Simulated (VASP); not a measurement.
A run of VASP 6.6.1 is set up as follows.

The input INCAR:

```
SYSTEM = NaF
  PREC = Accurate
  ENCUT = 520
  EDIFF = 1E-7
  ISMEAR = -1
  SIGMA = 0.02
  LREAL = .False.
  LASPH = .True.
  NELM = 100
  ALGO = Normal
  ISIF = 2
  LWAVE = .False.
  LCHARG = .True.
  LELF = .True.
  LVHAR = .True.
  NBANDS = 14
```

File KPOINTS:

```
Automatic mesh
0
Gamma
  10 10 10
  0 0 0
```

The input POSCAR:

```
NaF
1.0
    0.0000000000      2.2919002049      2.2919002049
    2.2919002049      0.0000000000      2.2919002049
    2.2919002049      2.2919002049      0.0000000000
Na F
1 1
Direct
    0.0000000000      0.0000000000      0.0000000000
    0.5000000000      0.5000000000      0.5000000000
```

Potentials or basis: VASP PAW LDA potentials, release 64 (Na_pv, F).

Run with:

```console
$ cat potpaw_LDA.64/Na_pv/POTCAR potpaw_LDA.64/F/POTCAR > POTCAR
$ mpirun -np 1 vasp_std > vasp.out
```

Q: Estimate the pressure.

A: -3.0 GPa.

Q: Estimate the band gap on the k mesh.

A: 6.13 eV, direct.

 A k mesh can miss the band edges.
